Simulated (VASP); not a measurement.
Ti, 1 atom in the cell. Symmetry: Fm-3m, No. 225, cubic system. Conventional cell: a = 4.087 Å, b = 4.087 Å, c = 4.087 Å, α = 90.00°, β = 90.00°, γ = 90.00°. Ti (site symmetry m-3m) has 12 Ti at 2.89 Å within 3.8 Å. This isn't the form of Ti at room conditions, which is hcp.

| Quantity | Value |
| --- | --- |
| Program | VASP 6.6.1 |
| Task | single point |
| Functional | LDA |
| Potentials or basis | VASP PAW LDA potentials, release 64 (Ti_sv) |
| Cutoff | 500 eV |
| k mesh | 15 × 15 × 15 |
| Occupations | fermi-dirac, width 0.05 eV |
| Spin | no spin polarisation |
| Dipole correction | no |
| Further INCAR settings | ALGO = Normal; EDIFF = 1e-06; NBANDS = 12 |

Potentials or basis: VASP PAW LDA potentials, release 64 (Ti_sv).

The run is started by

```sh
$ cat potpaw_LDA.64/Ti_sv/POTCAR > POTCAR
$ mpirun -np 1 vasp_std > vasp.out
```

Hardware: 1 thread of Intel Xeon 8259CL, on a shared host.

Estimate the wall time of this run.

It took 21 s on 1 thread of Intel Xeon 8259CL (shared host), peak memory 0.14 GiB. Counts: scf iterations 13, k points 120.
